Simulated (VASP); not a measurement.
Crystal: Zn.

```
CELL_PARAMETERS angstrom
-1.56904 1.56904 1.56904
1.56904 -1.56904 1.56904
1.56904 1.56904 -1.56904
ATOMIC_POSITIONS crystal
Zn 0.00000 0.00000 0.00000
```

| Property | Result |
| --- | --- |
| Program | VASP 6.6.1 |
| Task | relaxation of cell and atoms |
| Functional | PBE |
| Dispersion | D4 |
| Potentials or basis | VASP PAW PBE potentials, release 64 (Zn) |
| Cutoff | 600 eV |
| k mesh | 12 × 12 × 12 |
| Occupations | fermi-dirac, width 0.05 eV |
| Spin | no spin polarisation |

At the start: pressure -3.2 GPa; volume 15.45 Å³/atom.

**Question.** Where does the relaxation end?

**Answer.** Over 4 steps the energy falls by 8.3 meV/atom and the volume is 14.67 Å³/atom (-5.0 %); space group Im-3m (No. 229, to 0.05 Å).

The path:
| step | energy change (eV) | largest force (eV/Å) | pressure (GPa) | volume (Å³) |
| --- | --- | --- | --- | --- |
| 1 | 0.0000 | 0.0000 | -3.17 | 15.45 |
| 2 | -0.0082 | 0.0000 | -0.60 | 14.78 |
| 3 | -0.0083 | 0.0000 | 0.17 | 14.65 |
| 4 | -0.0083 | 0.0000 | -0.02 | 14.67 |

Final structure:
```
CELL_PARAMETERS angstrom
-1.54230 1.54230 1.54230
1.54230 -1.54230 1.54230
1.54230 1.54230 -1.54230
ATOMIC_POSITIONS crystal
Zn 0.00000 0.00000 0.00000
```

Caveat: pairwise dispersion overbinds metals, which lowers pressure and volume.
